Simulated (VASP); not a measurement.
# Al (P6_3/mmc) in VASP: notebook

Al is run at these levels: PBEsol; tasks: single point.

Everything below comes from runs of VASP 6.6.1. Logs are shortened: lines on timing, memory, paths and dates and some standing lists are left out, and cuts for length are marked.

**1. The cell of the first run**

It takes space group P6_3/mmc (No. 194, hexagonal). Conventional cell: a = 2.770 Å, b = 2.770 Å, c = 4.341 Å, α = 90.00°, β = 90.00°, γ = 120.00°. Al (site symmetry -6m2) has 12 Al at 2.70 to 2.77 Å within 3.6 Å.

**2. Single point, PBEsol**

Contents of INCAR:

```
ALGO = Normal
EDIFF = 1E-6
ENCUT = 520
GGA = PS
ISIF = 2
ISMEAR = 0
LASPH = T
LCHARG = F
LREAL = F
LWAVE = F
NBANDS = 10
NELM = 100
PREC = Accurate
SIGMA = 0.15
```

Contents of KPOINTS:

```
k-points
0
Gamma
  18 18 10
```

Contents of POSCAR:

```
Al
1.0
    2.7699000000      0.0000000000      0.0000000000
   -1.3849500000      2.3988037660      0.0000000000
    0.0000000000      0.0000000000      4.3414000000
Al
2
Direct
    0.6666666667      0.3333333333      0.7500000000
    0.3333333333      0.6666666667      0.2500000000
```

Potentials or basis: VASP PAW PBE potentials, release 64 (Al).

Launch:

```sh
$ cat potpaw_PBE.64/Al/POTCAR > POTCAR
$ mpirun -np 1 vasp_std > vasp.out
```

OUTCAR:

```text
EDIFF = 1E-6
   ENCUT = 520
   GGA = PS
   ISIF = 2
   ISMEAR = 0
   LASPH = T
   LREAL = F
   NELM = 100
   PREC = Accurate

 ion  position               nearest neighbor table
   1  0.667  0.333  0.750-   2 2.70   2 2.70   2 2.70   2 2.70   2 2.70   2 2.70
   2  0.333  0.667  0.250-   1 2.70   1 2.70   1 2.70   1 2.70   1 2.70   1 2.70

  LATTYP: Found a hexagonal cell.
 ALAT       =     2.7699000000
 C/A-ratio  =     1.5673490018

  Lattice vectors:

 A1 = (   2.7699000000,   0.0000000000,   0.0000000000)
 A2 = (  -1.3849500000,   2.3988037660,   0.0000000000)
 A3 = (   0.0000000000,   0.0000000000,   4.3414000000)

Analysis of symmetry for initial positions (statically):
=====================================================================
 Subroutine PRICEL returns:
 Original cell was already a primitive cell.

 Routine SETGRP: Setting up the symmetry group for a
 hexagonal supercell.

 Subroutine GETGRP returns: Found 24 space group operations
 (whereof 12 operations were pure point group operations)
 out of a pool of 24 trial point group operations.

The static configuration has the point symmetry D_3d.
 The point group associated with its full space group is D_6h.

Analysis of symmetry for dynamics (positions and initial velocities):
=====================================================================
 Subroutine PRICEL returns:
 Original cell was already a primitive cell.

 Routine SETGRP: Setting up the symmetry group for a
 hexagonal supercell.

 Subroutine GETGRP returns: Found 24 space group operations
 (whereof 12 operations were pure point group operations)
 out of a pool of 24 trial point group operations.

The dynamic configuration has the point symmetry D_3d.
 The point group associated with its full space group is D_6h.

 Subroutine INISYM returns: Found 24 space group operations
 (whereof 12 operations are pure point group operations),
 and found     1 'primitive' translations

----------------------------------------------------------------------------------------

                                     Primitive cell

  volume of cell :      28.8462

  direct lattice vectors                    reciprocal lattice vectors
     2.769900000  0.000000000  0.000000000     0.361023864  0.208437225  0.000000000
    -1.384950000  2.398803766  0.000000000     0.000000000  0.416874450  0.000000000
[... 91 lines left out ...]
   ISIF   =      2    stress and relaxation
   ISYM   =      2    0-nonsym 1-usesym 2-fastsym
   POTIM  = 0.5000    time-step for ionic-motion
   TEBEG  =    0.0;   TEEND  =   0.0 temperature during run
   PSTRESS=    0.0 pullay stress
   NELECT =       6.0000    total number of electrons
   NUPDOWN=      -1.0000    fix difference up-down
   EMIN   =  10.00;   EMAX   =-10.00  energy-range for DOS
   EFERMI =   0.00;   METHOD = LEGACY
   ISMEAR =     0;   SIGMA  =   0.15  broadening in eV -4-tet -1-fermi 0-gaus
   EFERMI_NEDOS =   21; number of points for ismear=-14 and -15
   IALGO  =     38    algorithm
   IMIX   =      4    mixing-type and parameters
     AMIX     =   0.40;   BMIX     =  1.00
     AMIX_MAG =   1.60;   BMIX_MAG =  1.00
  volume/ion in A,a.u.               =      14.42        97.33
  Fermi-wavevector in a.u.,A,eV,Ry     =   0.969979  1.832995 12.801170  0.940859
  Thomas-Fermi vector in A             =   2.100076
   LORBIT       =      0    0 simple, 1 ext, 2 COOP (PROOUT), +10 PAW based schemes
   GGA     = PS    functional components
   LHFCALC =     F    Hartree Fock is set to
   AEXX    =    0.0000 exact exchange contribution
   IVDW    =     0    specifies the selected vdW correction
   LEPSILON=     F    determine dielectric tensor
   LRPA    =     F    only Hartree local field effects (RPA)
 non-spin polarized calculation
 Gauss-broadening in eV      SIGMA  =   0.15
  energy-cutoff  :      520.00
  volume of cell :       28.85
 maximum number of plane-waves:       790
 NGX is ok and might be reduce to    24
   NGX = 11   NGY = 11   NGZ = 17

 number of electron       6.0000000 magnetization

 Free energy of the ion-electron system (eV)
  ---------------------------------------------------
  ext. energy  EPLUGINS =         0.00000000
  ---------------------------------------------------
  free energy    TOTEN  =        -7.96948578 eV

  energy without entropy =       -7.96054785  energy(sigma->0) =       -7.96501682

 E-fermi :   9.4223     XC(G=0): -10.7584

 val. band max:        9.4196428600   @ k =   0.2778   0.2222   0.3000
 cond. band min:       9.4251572744   @ k =   0.3333   0.2222   0.1000
 fundamental gap:      0.0055144144
 Fermi energy:         9.4223226859

 k-point     1 :       0.0000    0.0000    0.0000
  band No.  band energies     occupation
      1      -2.6713      2.00000
      2       4.5543      2.00000
      3       5.3835      2.00000
      4      20.4123      0.00000
      5      20.4123      0.00000
      6      20.5883      0.00000
      7      20.5883      0.00000
      8      22.5692      0.00000
      9      24.2483      0.00000
     10      25.9404      0.00000
[... 287 lines left out ...]
 k-point    24 :       0.3889    0.1111    0.0000
  band No.  band energies     occupation
      1       2.5249      2.00000
      2       5.2017      2.00000
      3       9.3778      1.32557
      4      10.3147      0.00000
      5      11.8102      0.00000
      6      12.1065      0.00000
      7      14.0980      0.00000
      8      18.6979      0.00000
      9      19.9604      0.00000
     10      20.3346      0.00000

 [... further k-points ...]

------------------------ aborting loop because EDIFF is reached ----------------------------------------

  FORCE on cell =-STRESS in cart. coord.  units (eV):
  Direction    XX          YY          ZZ          XY          YZ          ZX
  --------------------------------------------------------------------------------------
  -------------------------------------------------------------------------------------
  Total        2.0058072      2.0058072      3.0287119      0.0000000     -0.0000000      0.0000000
  in kB      111.4066612    111.4066612    168.2208908      0.0000000     -0.0000000      0.0000000
  external PRESSURE =     130.3447377 kB  Pullay stress =       0.0000000 kB

 VOLUME and BASIS-vectors are now :
 -----------------------------------------------------------------------------
  energy-cutoff  :      520.00
  volume of cell :       28.85
      direct lattice vectors                 reciprocal lattice vectors
     2.769900000  0.000000000  0.000000000     0.361023864  0.208437225  0.000000000
    -1.384950000  2.398803766  0.000000000     0.000000000  0.416874450  0.000000000
     0.000000000  0.000000000  4.341400000     0.000000000  0.000000000  0.230340443

 POSITION                                       TOTAL-FORCE (eV/Angst)
 -----------------------------------------------------------------------------------
      1.38495      0.79960      3.25605        -0.000000     -0.000000      0.000000
     -0.00000      1.59920      1.08535         0.000000      0.000000      0.000000
 -----------------------------------------------------------------------------------
    total drift:                                0.000000     -0.000000      0.000000

  FREE ENERGIE OF THE ION-ELECTRON SYSTEM (eV)
  ---------------------------------------------------
  free  energy   TOTEN  =        -7.9694857816 eV

  energy  without entropy=       -7.9605478526  energy(sigma->0) =       -7.96501682
```

OSZICAR:

```text
N       E                     dE             d eps       ncg     rms          rms(c)
DAV:   1    -0.390512054111E+00   -0.39051E+00   -0.23833E+03  4440   0.480E+02
DAV:   2    -0.788639518275E+01   -0.74959E+01   -0.72284E+01  5982   0.569E+01
DAV:   3    -0.803766820705E+01   -0.15127E+00   -0.14961E+00  5658   0.643E+00
DAV:   4    -0.803827897282E+01   -0.61077E-03   -0.61057E-03  5436   0.472E-01
DAV:   5    -0.803828369675E+01   -0.47239E-05   -0.47238E-05  5352   0.414E-02    0.234E+00
DAV:   6    -0.799688026658E+01    0.41403E-01   -0.37339E-03  4958   0.289E-01    0.132E+00
DAV:   7    -0.796970420620E+01    0.27176E-01   -0.94225E-03  4692   0.444E-01    0.234E-01
DAV:   8    -0.796948833482E+01    0.21587E-03   -0.17875E-04  6046   0.736E-02    0.620E-02
DAV:   9    -0.796948607434E+01    0.22605E-05   -0.28551E-06  5214   0.887E-03    0.379E-03
DAV:  10    -0.796948578161E+01    0.29274E-06   -0.16742E-07  2850   0.203E-03
   1 F= -.79694858E+01 E0= -.79650168E+01  d E =-.893793E-02
```

stdout:

```text
POSCAR found type information on POSCAR Al
 POSCAR found :  1 types and       2 ions
 scaLAPACK will be used
 -----------------------------------------------------------------------------
|                                                                             |
|                                                                             |
|     You enforced a specific xc type in the INCAR file but a different       |
|     I HOPE YOU KNOW WHAT YOU ARE DOING!                                     |
|                                                                             |
 -----------------------------------------------------------------------------

 LDA part: xc-table for (Slater+PW92), standard interpolation
 POSCAR, INCAR and KPOINTS ok, starting setup
 FFT: planning ... GRIDC
 FFT: planning ... GRID_SOFT
 FFT: planning ... GRID
 WAVECAR not read
 entering main loop
```

Wall time 14 s (1 thread of Intel Xeon 6975P-C (Granite Rapids), shared host); peak memory 0.17 GiB.

Results:

```
Free energy            : -7.9695 eV
Pressure               : 13.0 GPa
Band gap on the k mesh : zero (band 3 reaches 14.50 eV, above the bottom of band 4 at 5.96 eV)
```

Stress tensor (GPa, compression positive):
```
11.14  0.00  0.00
 0.00 11.14  0.00
 0.00  0.00 16.82
```

Caveat: the PAW data sets were made with another functional, which shifts forces and pressure a little.

**3. Single point, PBEsol**

This run uses another cell than the first one, of 14.59 Å³/atom, 1.011 times its volume.

Contents of INCAR:

```
PREC = Accurate
ENCUT = 520
EDIFF = 1E-7
ISMEAR = 0
SIGMA = 0.15
LREAL = False
LASPH = True
NELM = 60
ALGO = Fast
ISIF = 2
LWAVE = False
LCHARG = True
GGA = PS
LELF = True
LVHAR = True
NBANDS = 10
```

Contents of KPOINTS:

```
regular mesh
0
Gamma
  18 18 10
```

Contents of POSCAR:

```
Al
1.0
    2.8098000000      0.0000000000      0.0000000000
   -1.4049000000      2.4333581796      0.0000000000
    0.0000000000      0.0000000000      4.2672000000
Al
2
Direct
    0.6666666667      0.3333333333      0.7500000000
    0.3333333333      0.6666666667      0.2500000000
```

Potentials or basis: VASP PAW PBE potentials, release 64 (Al).

Launch:

```sh
$ cat potpaw_PBE.64/Al/POTCAR > POTCAR
$ mpirun -np 1 vasp_std > vasp.out
```

Wall time 22 s (1 thread of Intel Xeon 6975P-C (Granite Rapids), shared host); peak memory 0.17 GiB.

The run converged. Its results:

```yaml
Free_energy: -7.9651 eV
Pressure: 12.0 GPa
Band_gap_on_the_k_mesh: zero (band 3 reaches 14.79 eV, above the bottom of band 4 at 5.79 eV)
```

Stress tensor (GPa, compression positive):
```
 8.79  0.00  0.00
 0.00  8.79  0.00
 0.00  0.00 18.56
```

Levels at points of the mesh, in eV from the Fermi level:
```csv
k point,band 1,band 2,band 3,band 4,band 5,band 6,band 7
"(0.00, 0.00, 0.00)",-12.02,-4.60,-3.61,10.35,10.35,10.68,10.68
"(0.50, 0.00, 0.00)",-6.02,-5.85,0.71,1.52,2.11,2.48,5.25
"(0.00, 0.00, 0.50)",-10.00,-10.00,5.20,5.20,11.62,11.62,11.62
"(0.50, 0.00, 0.50)",-4.42,-4.42,-3.51,-3.51,6.94,6.94,7.85
```

Caveat: the PAW data sets were made with another functional, which shifts forces and pressure a little.

**4. Single point, PBEsol**

This run uses another cell than the first one, of 14.49 Å³/atom, 1.005 times its volume.

Contents of INCAR:

```
PREC = Accurate
ENCUT = 520
EDIFF = 1E-6
ISMEAR = 0
SIGMA = 0.15
LREAL = F
LASPH = T
NELM = 100
ALGO = Fast
ISIF = 2
LWAVE = F
LCHARG = T
GGA = PS
LELF = T
LVHAR = T
NBANDS = 10
```

KPOINTS is that of step 3.

Contents of POSCAR:

```
Al
1.0
    2.7300000000      0.0000000000      0.0000000000
   -1.3650000000      2.3642493523      0.0000000000
    0.0000000000      0.0000000000      4.4899000000
Al
2
Direct
    0.6666666667      0.3333333333      0.7500000000
    0.3333333333      0.6666666667      0.2500000000
```

Launch:

```sh
$ cat potpaw_PBE.64/Al/POTCAR > POTCAR
$ mpirun -np 1 vasp_std > vasp.out
```

Wall time 24 s (1 thread of Intel Xeon 6975P-C (Granite Rapids), shared host); peak memory 0.16 GiB.

Results (log left out):

| Item | Value |
| --- | --- |
| Free energy | -7.9933 eV |
| Pressure | 12.2 GPa |
| Band gap on the k mesh | zero (band 3 reaches 13.70 eV, above the bottom of band 4 at 6.01 eV) |

Stress tensor (GPa, compression positive):
```
12.32  0.00  0.00
 0.00 12.32  0.00
 0.00  0.00 11.97
```

Levels at points of the mesh, in eV from the Fermi level:
| k point | band 1 | band 2 | band 3 | band 4 | band 5 | band 6 | band 7 |
| --- | --- | --- | --- | --- | --- | --- | --- |
| (0.00, 0.00, 0.00) | -12.07 | -5.17 | -4.67 | 11.78 | 11.78 | 11.78 | 11.78 |
| (0.50, 0.00, 0.00) | -5.65 | -5.64 | 0.59 | 1.29 | 1.31 | 2.01 | 6.31 |
| (0.00, 0.00, 0.50) | -10.25 | -10.25 | 3.56 | 3.56 | 12.67 | 12.67 | 12.67 |
| (0.50, 0.00, 0.50) | -4.34 | -4.34 | -3.37 | -3.37 | 7.84 | 7.84 | 7.84 |

Caveat: the PAW data sets were made with another functional, which shifts forces and pressure a little.

**5. Single point, PBEsol**

This run uses another cell than the first one, of 14.56 Å³/atom, 1.009 times its volume.

Contents of INCAR:

```
PREC = Accurate
ENCUT = 520
EDIFF = 1E-7
ISMEAR = 0
SIGMA = 0.15
LREAL = F
LASPH = T
NELM = 100
ALGO = Normal
ISIF = 2
LWAVE = F
LCHARG = F
GGA = PS
NBANDS = 10
```

KPOINTS is that of step 4.

Contents of POSCAR:

```
Al
1.0
    2.6502000000      0.0000000000      0.0000000000
   -1.3251000000      2.2951405251      0.0000000000
    0.0000000000      0.0000000000      4.7867000000
Al
2
Direct
    0.6666666667      0.3333333333      0.7500000000
    0.3333333333      0.6666666667      0.2500000000
```

Potentials or basis: VASP PAW PBE potentials, release 64 (Al).

Launch:

```sh
$ cat potpaw_PBE.64/Al/POTCAR > POTCAR
$ mpirun -np 1 vasp_std > vasp.out
```

OUTCAR:

```text
PREC = Accurate
   ENCUT = 520
   EDIFF = 1E-7
   ISMEAR = 0
   LREAL = F
   LASPH = T
   NELM = 100
   ISIF = 2
   GGA = PS

 ion  position               nearest neighbor table
   1  0.667  0.333  0.750-   2 2.84   2 2.84   2 2.84   2 2.84   2 2.84   2 2.84
   2  0.333  0.667  0.250-   1 2.84   1 2.84   1 2.84   1 2.84   1 2.84   1 2.84

  LATTYP: Found a hexagonal cell.
 ALAT       =     2.6502000000
 C/A-ratio  =     1.8061655724

  Lattice vectors:

 A1 = (   2.6502000000,   0.0000000000,   0.0000000000)
 A2 = (  -1.3251000000,   2.2951405251,   0.0000000000)
 A3 = (   0.0000000000,   0.0000000000,   4.7867000000)

Analysis of symmetry for initial positions (statically):
=====================================================================
 Subroutine PRICEL returns:
 Original cell was already a primitive cell.

 Routine SETGRP: Setting up the symmetry group for a
 hexagonal supercell.

 Subroutine GETGRP returns: Found 24 space group operations
 (whereof 12 operations were pure point group operations)
 out of a pool of 24 trial point group operations.

[... 171 lines left out ...]

 k-point     1 :       0.0000    0.0000    0.0000
  band No.  band energies     occupation
      1      -2.7152      2.00000
      2       3.4947      2.00000
      3       3.6745      2.00000
      4      20.1845      0.00000
      5      21.7069      0.00000
      6      22.3427      0.00000
      7      22.3427      0.00000
      8      22.6936      0.00000
      9      22.6936      0.00000
     10      26.0795      0.00000
[... 287 lines left out ...]
 k-point    24 :       0.3889    0.1111    0.0000
  band No.  band energies     occupation
      1       2.9382      2.00000
      2       5.7840      2.00000
      3       9.0544      1.96738
      4       9.1239      1.86154
      5      11.5710      0.00000
      6      12.0287      0.00000
      7      14.2913      0.00000
      8      19.2582      0.00000
      9      19.3294      0.00000
     10      21.9796      0.00000

 [... further k-points ...]

------------------------ aborting loop because EDIFF is reached ----------------------------------------

  FORCE on cell =-STRESS in cart. coord.  units (eV):
  Direction    XX          YY          ZZ          XY          YZ          ZX
  --------------------------------------------------------------------------------------
  -------------------------------------------------------------------------------------
  Total        3.1484815      3.1484815      0.8739528      0.0000000     -0.0000000      0.0000000
  in kB      173.2557242    173.2557242     48.0921758      0.0000000     -0.0000000      0.0000000
  external PRESSURE =     131.5345414 kB  Pullay stress =       0.0000000 kB

 VOLUME and BASIS-vectors are now :
 -----------------------------------------------------------------------------
  energy-cutoff  :      520.00
  volume of cell :       29.12
      direct lattice vectors                 reciprocal lattice vectors
     2.650200000  0.000000000  0.000000000     0.377330013  0.217851584  0.000000000
    -1.325100000  2.295140525  0.000000000     0.000000000  0.435703169  0.000000000
     0.000000000  0.000000000  4.786700000     0.000000000  0.000000000  0.208912194

 POSITION                                       TOTAL-FORCE (eV/Angst)
 -----------------------------------------------------------------------------------
      1.32510      0.76505      3.59002        -0.000000      0.000000      0.000000
     -0.00000      1.53009      1.19667         0.000000     -0.000000      0.000000
 -----------------------------------------------------------------------------------
    total drift:                                0.000000     -0.000000     -0.000000

  FREE ENERGIE OF THE ION-ELECTRON SYSTEM (eV)
  ---------------------------------------------------
  free  energy   TOTEN  =        -7.9440251823 eV

  energy  without entropy=       -7.9358702599  energy(sigma->0) =       -7.93994772
```

Run time: 18 s. Hardware: 1 thread of Intel Xeon 6975P-C (Granite Rapids), shared host; peak memory 0.16 GiB.

What came out:

```yaml
Free_energy: -7.9440 eV
Pressure: 13.2 GPa
Band_gap_on_the_k_mesh: zero (band 3 reaches 12.79 eV, above the bottom of band 4 at 6.21 eV)
```

Levels at points of the mesh, in eV from the Fermi level:
```tsv
k point	band 1	band 2	band 3	band 4	band 5	band 6	band 7
(0.00, 0.00, 0.00)	-12.00	-5.79	-5.61	10.90	12.43	13.06	13.06
(0.50, 0.00, 0.00)	-5.28	-5.13	0.50	0.64	1.24	1.45	7.61
(0.00, 0.00, 0.50)	-10.39	-10.39	1.83	1.83	13.83	13.83	13.83
(0.50, 0.00, 0.50)	-4.15	-4.15	-3.07	-3.07	7.47	7.47	8.18
```

Caveat: the PAW data sets were made with another functional, which shifts forces and pressure a little.

**6. Overview**

| cell | gap on the mesh (eV) | pressure (GPa) |
| --- | --- | --- |
| a = 2.770, b = 2.770, c = 4.341 Å, angles 90.0, 90.0, 120.0°, 2 atoms | none | 13.0 |
| a = 2.810, b = 2.810, c = 4.267 Å, angles 90.0, 90.0, 120.0°, 2 atoms | none | 12.0 |
| a = 2.730, b = 2.730, c = 4.490 Å, angles 90.0, 90.0, 120.0°, 2 atoms | none | 12.2 |
| a = 2.650, b = 2.650, c = 4.787 Å, angles 90.0, 90.0, 120.0°, 2 atoms | none | 13.2 |

Alike in all rows: task single point; level PBEsol; potentials or basis VASP PAW PBE potentials, release 64 (Al); no spin polarisation; k mesh 18 × 18 × 10; cutoff (eV) 520; smearing gaussian 0.15 eV.

Caveats: the PAW data sets were made with another functional, which shifts forces and pressure a little.

Absolute energies hang on the potentials; compare differences alone.
